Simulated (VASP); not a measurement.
# CdF2 (I4/mmm) in VASP: single point with PBE

Aim: the single point of CdF2 with PBE.

Everything below comes from runs of VASP 6.6.1. Logs are shortened: lines on timing, memory, paths and dates and some standing lists are left out, and cuts for length are marked.

## (1) The cell of the first run

Symmetry: I4/mmm, No. 139, tetragonal system. The conventional cell has a = 3.810 Å, b = 3.810 Å, c = 5.590 Å, α = 90.00°, β = 90.00°, γ = 90.00°. Cd (site symmetry 4/mmm) has 8 F at 2.36 Å within 3.1 Å. Within 3.1 Å of F (site symmetry -4m2) lie 4 Cd at 2.36 Å and 6 F at 2.69 to 2.80 Å.

## (2) Single point, PBE (strain +0.0375 x Voigt [1, 0, 0, 0, 0, 0])

The input, INCAR:

```
SYSTEM = CdF2
PREC = Accurate
ENCUT = 520
EDIFF = 1E-6
ISMEAR = 0
SIGMA = 0.05
LREAL = .False.
LASPH = .True.
NELM = 60
ALGO = Normal
ISIF = 2
LWAVE = .False.
LCHARG = .False.
GGA = PE
NBANDS = 20
```

The input, KPOINTS:

```
Automatic mesh
0
Gamma
  8 8 8
  0 0 0
```

The input, POSCAR:

```
CdF2
1.0
    0.0000000000      2.6940000000      2.6940000000
    2.7950250000      0.0000000000      2.6940000000
    2.7950250000      2.6940000000      0.0000000000
Cd F
1 2
Direct
    0.0000000000      0.0000000000      0.0000000000
    0.2500000000      0.2500000000      0.2500000000
    0.7500000000      0.7500000000      0.7500000000
```

Potentials or basis: VASP PAW PBE potentials, release 64 (Cd, F).

On the command line:

```
> cat potpaw_PBE.64/Cd/POTCAR potpaw_PBE.64/F/POTCAR > POTCAR
> mpirun -np 1 vasp_std > vasp.out
```

OUTCAR:

```text
SYSTEM = CdF2
   PREC = Accurate
   ENCUT = 520
   EDIFF = 1E-6
   ISMEAR = 0
   LREAL = .False.
   LASPH = .True.
   NELM = 60
   ISIF = 2
   GGA = PE

 ion  position               nearest neighbor table
   1  0.000  0.000  0.000-   2 2.36   3 2.36   3 2.36   3 2.36   3 2.36   2 2.36   2 2.36   2 2.36

   2  0.250  0.250  0.250-   1 2.36   1 2.36   1 2.36   1 2.36
   3  0.750  0.750  0.750-   1 2.36   1 2.36   1 2.36   1 2.36

  LATTYP: Found a body centered tetragonal cell.
 ALAT       =     3.8098913370
 C/A-ratio  =     1.4672465710

  Lattice vectors:

 A1 = (   2.7950250000,   0.0000000000,   2.6940000000)
 A2 = (   2.7950250000,   0.0000000000,  -2.6940000000)
 A3 = (  -2.7950250000,   2.6940000000,   0.0000000000)

Analysis of symmetry for initial positions (statically):
=====================================================================
 Subroutine PRICEL returns:
 Original cell was already a primitive cell.

 Routine SETGRP: Setting up the symmetry group for a
 body centered tetragonal supercell.

 Subroutine GETGRP returns: Found 16 space group operations
 (whereof 16 operations were pure point group operations)
 out of a pool of 16 trial point group operations.

The static configuration has the point symmetry D_4h.

Analysis of symmetry for dynamics (positions and initial velocities):
=====================================================================
 Subroutine PRICEL returns:
 Original cell was already a primitive cell.

 Routine SETGRP: Setting up the symmetry group for a
 body centered tetragonal supercell.

 Subroutine GETGRP returns: Found 16 space group operations
 (whereof 16 operations were pure point group operations)
 out of a pool of 16 trial point group operations.

The dynamic configuration has the point symmetry D_4h.

 Subroutine INISYM returns: Found 16 space group operations
 (whereof 16 operations are pure point group operations),
 and found     1 'primitive' translations

----------------------------------------------------------------------------------------

                                     Primitive cell

  volume of cell :      40.5705

  direct lattice vectors                    reciprocal lattice vectors
     0.000000000  2.694000000  2.694000000    -0.178889276  0.185597624  0.185597624
     2.795025000  0.000000000  2.694000000     0.178889276 -0.185597624  0.185597624
     2.795025000  2.694000000  0.000000000     0.178889276  0.185597624 -0.185597624

  length of vectors
     3.809891337  3.881984125  3.881984125     0.317638678  0.317638678  0.317638678

  position of ions in fractional coordinates (direct lattice)
     0.000000000  0.000000000  0.000000000
     0.250000000  0.250000000  0.250000000
     0.750000000  0.750000000  0.750000000

  ion indices of the primitive-cell ions
   primitive index   ion index
                 1           1
                 2           2
                 3           3

----------------------------------------------------------------------------------------

 KPOINTS: Automatic mesh

Automatic generation of k-mesh.
 Grid dimensions read from file:
 generate k-points for:    8    8    8

 Generating k-lattice:

  Cartesian coordinates                     Fractional coordinates (reciprocal lattice)
    -0.022361160  0.023199703  0.023199703     0.125000000  0.000000000  0.000000000
     0.022361160 -0.023199703  0.023199703     0.000000000  0.125000000  0.000000000
     0.022361160  0.023199703 -0.023199703     0.000000000  0.000000000  0.125000000

  Length of vectors
     0.039704835  0.039704835  0.039704835

  Shift w.r.t. Gamma in fractional coordinates (k-lattice)
     0.000000000  0.000000000  0.000000000

 Subroutine IBZKPT returns following result:
 ===========================================

 Found     59 irreducible k-points:

 Following reciprocal coordinates:
            Coordinates               Weight
  0.000000  0.000000  0.000000      1.000000
  0.125000 -0.000000 -0.000000      8.000000
  0.250000 -0.000000 -0.000000      8.000000
  0.375000 -0.000000 -0.000000      8.000000
  0.500000 -0.000000 -0.000000      4.000000
  0.125000  0.125000  0.000000      4.000000
[... 16 lines left out ...]
  0.250000  0.125000  0.125000      4.000000
  0.375000  0.125000  0.125000      8.000000
 [... further k-points ...]
   k-points           NKPTS =     59   k-points in BZ     NKDIM =     59   number of bands    NBANDS=     20
   number of dos      NEDOS =    301   number of ions     NIONS =      3
   total plane-waves  NPLWV =  25200
   dimension x,y,z NGX =    28 NGY =   30 NGZ =   30
   dimension x,y,z NGXF=    56 NGYF=   60 NGZF=   60
   ions per type =               1   2
   NGX,Y,Z   is equivalent  to a cutoff of  12.22, 12.85, 12.85 a.u.
   NGXF,Y,Z  is equivalent  to a cutoff of  24.44, 25.69, 25.69 a.u.
 SYSTEM =  CdF2
   PREC   = accura    normal or accurate (medium, high low for compatibility)
   ISTART =      0    job   : 0-new  1-cont  2-samecut
   ICHARG =      2    charge: 1-file 2-atom 10-const
   ISPIN  =      1    spin polarized calculation?
   LNONCOLLINEAR =      F non collinear calculations
   LSORBIT =      F    spin-orbit coupling
   LASPH  =      T    aspherical Exc in radial PAW
   ENCUT  =  520.0 eV  38.22 Ry    6.18 a.u.   7.08  7.22  7.22*2*pi/ulx,y,z
   NELM   =     60;   NELMIN=  2; NELMDL= -5     # of ELM steps
   EDIFF  = 0.1E-05   stopping-criterion for ELM
   LREAL  =      F    real-space projection
   EDIFFG = 0.1E-04   stopping-criterion for IOM
   NSW    =      0    number of steps for IOM
   IBRION =     -1    ionic relax: 0-MD 1-quasi-New 2-CG
   NFREE  =      0    steps in history (QN), initial steepest desc. (CG)
   ISIF   =      2    stress and relaxation
   ISYM   =      2    0-nonsym 1-usesym 2-fastsym
   POTIM  = 0.5000    time-step for ionic-motion
   TEBEG  =    0.0;   TEEND  =   0.0 temperature during run
   PSTRESS=    0.0 pullay stress
   NELECT =      26.0000    total number of electrons
   NUPDOWN=      -1.0000    fix difference up-down
   EMIN   =  10.00;   EMAX   =-10.00  energy-range for DOS
   EFERMI =   0.00;   METHOD = LEGACY
   ISMEAR =     0;   SIGMA  =   0.05  broadening in eV -4-tet -1-fermi 0-gaus
   EFERMI_NEDOS =   21; number of points for ismear=-14 and -15
   IALGO  =     38    algorithm
   IMIX   =      4    mixing-type and parameters
     AMIX     =   0.40;   BMIX     =  1.00
     AMIX_MAG =   1.60;   BMIX_MAG =  1.00
  volume/ion in A,a.u.               =      13.52        91.26
  Fermi-wavevector in a.u.,A,eV,Ry     =   1.411440  2.667234 27.105009  1.992162
  Thomas-Fermi vector in A             =   2.533291
   LORBIT       =      0    0 simple, 1 ext, 2 COOP (PROOUT), +10 PAW based schemes
   GGA     = PE    functional components
   LHFCALC =     F    Hartree Fock is set to
   AEXX    =    0.0000 exact exchange contribution
   IVDW    =     0    specifies the selected vdW correction
   LEPSILON=     F    determine dielectric tensor
   LRPA    =     F    only Hartree local field effects (RPA)
 non-spin polarized calculation
 Gauss-broadening in eV      SIGMA  =   0.05
  energy-cutoff  :      520.00
  volume of cell :       40.57
 maximum number of plane-waves:      1107
   NGX = 15   NGY = 15   NGZ = 15

 number of electron      25.9999996 magnetization

 Free energy of the ion-electron system (eV)
  ---------------------------------------------------
  ext. energy  EPLUGINS =         0.00000000
  ---------------------------------------------------
  free energy    TOTEN  =       -10.88735259 eV

  energy without entropy =      -10.88735259  energy(sigma->0) =      -10.88735259

 E-fermi :  -1.2096     XC(G=0): -10.2143

 val. band max:       -1.5410603788   @ k =   0.5000  -0.2500   0.2500
 cond. band min:       1.3448470829   @ k =   0.0000   0.0000   0.0000
 fundamental gap:      2.8859074617
 Fermi energy:        -1.2095705696

 k-point     1 :       0.0000    0.0000    0.0000
  band No.  band energies     occupation
      1     -22.1849      2.00000
      2     -21.1727      2.00000
      3      -7.1094      2.00000
      4      -7.0851      2.00000
      5      -7.0851      2.00000
      6      -6.0529      2.00000
[... 12 lines left out ...]
     19      17.6586      0.00000
     20      18.4665      0.00000

 k-point     2 :       0.1250   -0.0000   -0.0000
  band No.  band energies     occupation
      1     -22.1395      2.00000
      2     -21.2128      2.00000
      3      -7.0509      2.00000
      4      -7.0303      2.00000
      5      -6.9428      2.00000
      6      -6.0659      2.00000
[... 12 lines left out ...]
     19      17.2755      0.00000
     20      18.0270      0.00000

 k-point     3 :       0.2500   -0.0000   -0.0000
  band No.  band energies     occupation
      1     -22.0161      2.00000
      2     -21.3222      2.00000
      3      -6.9345      2.00000
      4      -6.9037      2.00000
      5      -6.5457      2.00000
      6      -6.0717      2.00000
[... 12 lines left out ...]
     19      17.2960      0.00000
     20      17.6035      0.00000

 k-point     4 :       0.3750   -0.0000   -0.0000
  band No.  band energies     occupation
      1     -21.8460      2.00000
      2     -21.4756      2.00000
      3      -6.8448      2.00000
      4      -6.7990      2.00000
      5      -6.0615      2.00000
      6      -6.0345      2.00000
[... 12 lines left out ...]
     19      16.7514      0.00000
     20      17.1735      0.00000

 k-point     5 :       0.5000   -0.0000   -0.0000
  band No.  band energies     occupation
      1     -21.6891      2.00000
      2     -21.6249      2.00000
      3      -6.8194      2.00000
      4      -6.7672      2.00000
      5      -5.9953      2.00000
      6      -5.9730      2.00000
[... 12 lines left out ...]
     19      16.5447      0.00000
     20      16.8495      0.00000

 k-point     6 :       0.1250    0.1250    0.0000
  band No.  band energies     occupation
      1     -22.1220      2.00000
      2     -21.2284      2.00000
      3      -7.0244      2.00000
      4      -7.0127      2.00000
      5      -6.8953      2.00000
      6      -6.1102      2.00000
[... 12 lines left out ...]
     19      17.7307      0.00000
     20      18.1640      0.00000

 k-point     7 :       0.2500    0.1250   -0.0000
  band No.  band energies     occupation
      1     -22.0250      2.00000
      2     -21.3129      2.00000
      3      -6.9092      2.00000
      4      -6.8990      2.00000
      5      -6.5993      2.00000
      6      -6.1794      2.00000
[... 12 lines left out ...]
     19      17.7848      0.00000
     20      18.9766      0.00000
[... 277 lines left out ...]
 k-point    20 :      -0.3750    0.3750    0.0000
  band No.  band energies     occupation
      1     -21.6643      2.00000
      2     -21.6124      2.00000
      3      -6.6970      2.00000
      4      -6.3733      2.00000
      5      -6.0989      2.00000
      6      -6.0826      2.00000
[... 12 lines left out ...]
     19      18.4665      0.00000
     20      19.1323      0.00000

 k-point    21 :       0.5000    0.5000    0.0000
  band No.  band energies     occupation
      1     -21.7324      2.00000
      2     -21.5371      2.00000
      3      -6.8721      2.00000
      4      -6.3105      2.00000
      5      -6.2138      2.00000
      6      -5.9415      2.00000
[... 12 lines left out ...]
     19      17.6264      0.00000
     20      19.6040      0.00000

 k-point    22 :       0.0000    0.1250    0.1250
  band No.  band energies     occupation
      1     -22.1328      2.00000
      2     -21.2170      2.00000
      3      -7.0024      2.00000
      4      -7.0024      2.00000
      5      -6.9332      2.00000
      6      -6.1186      2.00000
[... 12 lines left out ...]
     19      17.5153      0.00000
     20      18.6071      0.00000

 k-point    23 :       0.2500    0.1250    0.1250
  band No.  band energies     occupation
      1     -22.0624      2.00000
      2     -21.2824      2.00000
      3      -6.9633      2.00000
      4      -6.9459      2.00000
      5      -6.7245      2.00000
      6      -6.1124      2.00000
[... 12 lines left out ...]
     19      17.1632      0.00000
     20      18.2751      0.00000

 k-point    24 :       0.3750    0.1250    0.1250
  band No.  band energies     occupation
      1     -21.9216      2.00000
      2     -21.4064      2.00000
      3      -6.8472      2.00000
      4      -6.8009      2.00000
      5      -6.3325      2.00000
      6      -6.1435      2.00000
[... 12 lines left out ...]
     19      16.5779      0.00000
     20      18.8706      0.00000

 [... further k-points ...]
[... 5 lines left out ...]
  --------------------------------------------------------------------------------------
  -------------------------------------------------------------------------------------
  Total       -0.1425118      0.8343943      0.8343943      0.0000000      0.0000000      0.0000000
  in kB       -5.6279547     32.9511840     32.9511840      0.0000000      0.0000000      0.0000000
  external PRESSURE =      20.0914711 kB  Pullay stress =       0.0000000 kB

 VOLUME and BASIS-vectors are now :
 -----------------------------------------------------------------------------
  energy-cutoff  :      520.00
  volume of cell :       40.57
      direct lattice vectors                 reciprocal lattice vectors
     0.000000000  2.694000000  2.694000000    -0.178889276  0.185597624  0.185597624
     2.795025000  0.000000000  2.694000000     0.178889276 -0.185597624  0.185597624
     2.795025000  2.694000000  0.000000000     0.178889276  0.185597624 -0.185597624

 POSITION                                       TOTAL-FORCE (eV/Angst)
 -----------------------------------------------------------------------------------
      0.00000      0.00000      0.00000         0.000000     -0.000000      0.000000
      1.39751      1.34700      1.34700         0.000000     -0.000000     -0.000000
      4.19254      4.04100      4.04100        -0.000000      0.000000      0.000000
 -----------------------------------------------------------------------------------
    total drift:                                0.000000      0.000000      0.000000

  FREE ENERGIE OF THE ION-ELECTRON SYSTEM (eV)
  ---------------------------------------------------
  free  energy   TOTEN  =       -10.8873525939 eV

  energy  without entropy=      -10.8873525939  energy(sigma->0) =      -10.88735259
```

Run time: 60 s. Hardware: 1 thread of Intel Xeon Platinum 8375C at 2.90GHz (Ice Lake), shared host; peak memory 0.19 GiB.

What came out:

- Free energy: -10.8874 eV
- Pressure: 2.0 GPa
- Band gap on the k mesh: 2.89 eV, indirect (least direct gap 3.40 eV)

Stress tensor (GPa, compression positive):
```
-0.56  0.00  0.00
 0.00  3.30  0.00
 0.00  0.00  3.30
```

Levels at points of the mesh, in eV from the valence-band top:
```csv
k point,band 9,band 10,band 11,band 12,band 13,band 14,band 15,band 16,band 17,band 18
"(0.00, 0.00, 0.00)",-0.81,-0.81,-0.62,-0.62,-0.52,2.89,12.45,12.45,12.57,17.27
"(0.50, 0.00, 0.00)",-2.15,-1.78,-1.69,-0.47,-0.45,6.85,8.97,14.02,14.27,17.69
"(0.50, 0.50, 0.00)",-2.87,-2.77,-0.39,-0.20,-0.07,7.64,9.37,11.81,13.63,14.07
"(0.00, 0.50, 0.50)",-2.76,-2.76,-0.59,-0.08,-0.08,7.67,9.48,11.83,14.02,14.02
```

Caveat: the cell differs from its parent crystal (strain +0.0375 x Voigt [1, 0, 0, 0, 0, 0]). A k mesh can miss the band edges.
